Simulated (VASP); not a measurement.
Write the native input for VASP 6.6.1 that does the following.

- Task: relaxation of the atoms
- Functional: PBE
- Potentials or basis: VASP PAW PBE potentials, release 64 (B, P)
- Cutoff: 450 eV
- k mesh: 8 × 8 × 8
- Occupations: gaussian, width 0.02 eV
- Spin: no spin polarisation
- Dipole correction: no
- Further INCAR settings: ALGO = Normal; EDIFF = 1e-07; IBRION = 2; EDIFFG = -0.002; NSW = 60

The structure of BP lies in POSCAR:

```
BP
1.0
    0.0000000000      2.2733800141      2.3082852556
    2.2733800141      0.0000000000      2.3082852556
    2.2733800141      2.2733800141      0.0000000000
B P
1 1
Direct
    0.0000000000      0.0000000000      0.0000000000
    0.2500000000      0.2500000000      0.2500000000
```

This cell differs from its parent crystal: strained cell.

The input as run:

INCAR

```
SYSTEM = BP
PREC = Accurate
ENCUT = 450
EDIFF = 1E-7
ISMEAR = 0
SIGMA = 0.02
LREAL = .False.
LASPH = .True.
NELM = 120
ALGO = Normal
ISIF = 2
LWAVE = .False.
LCHARG = .False.
GGA = PE
IBRION = 2
NSW = 60
EDIFFG = -0.002
GGA_COMPAT = .False.
NELMIN = 4
```

KPOINTS

```
Automatic mesh
0
Gamma
  8 8 8
  0 0 0
```

Potentials or basis: VASP PAW PBE potentials, release 64 (B, P).

The run is started by

```sh
$ cat potpaw_PBE.64/B/POTCAR potpaw_PBE.64/P/POTCAR > POTCAR
$ mpirun -np 1 vasp_std > vasp.out
```

Results of the run:

- Pressure after relaxing: -2.4 GPa
- Band gap on the k mesh: 1.18 eV (least direct gap 3.29 eV)

Caveat: the cell differs from its parent crystal (strained cell).

Wall time 16 s on 1 thread of Intel Xeon 8259CL (shared host), peak memory 0.13 GiB.
